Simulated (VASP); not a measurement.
Here is a VASP 6.6.1 calculation.

INCAR

```
PREC = Accurate ; ENCUT = 520
EDIFF = 1E-7 ; ISMEAR = -1
SIGMA = 0.02 ; LREAL = False
LASPH = True ; NELM = 60
ALGO = Normal ; ISIF = 2
LWAVE = False ; LCHARG = True
GGA = PE ; LELF = True
LVHAR = True ; NBANDS = 26
```

File KPOINTS:

```
regular mesh
0
Gamma
  12 12 4
```

The input POSCAR:

```
ZnS
1.0
    3.7673963481      0.0000000000      0.0000000000
   -1.8836981740      3.2626609436      0.0000000000
    0.0000000000      0.0000000000      6.2814971707
Zn S
2 2
Direct
    0.3333333333      0.6666666667      0.0019003536
    0.6666666667      0.3333333333      0.5019003536
    0.3333333333      0.6666666667      0.3730996464
    0.6666666667      0.3333333333      0.8730996464
```

Potentials or basis: VASP PAW PBE potentials, release 64 (Zn, S).

Command:

```bash
$ cat potpaw_PBE.64/Zn/POTCAR potpaw_PBE.64/S/POTCAR > POTCAR
$ mpirun -np 1 vasp_std > vasp.out
```

Task: Predict the band gap on the k mesh.

Result: 2.23 eV.

Task: What does it give for the largest force?

Result: 0.005 eV/Å.

Forces in eV/Å, atoms in the order of the input:
```
Zn   0.000  0.000  0.005
Zn   0.000  0.000  0.005
S    0.000  0.000 -0.005
S    0.000  0.000 -0.005
```

Caveat: the cell differs from its parent crystal (epitaxial xy strain -1.0%). A k mesh can miss the band edges.
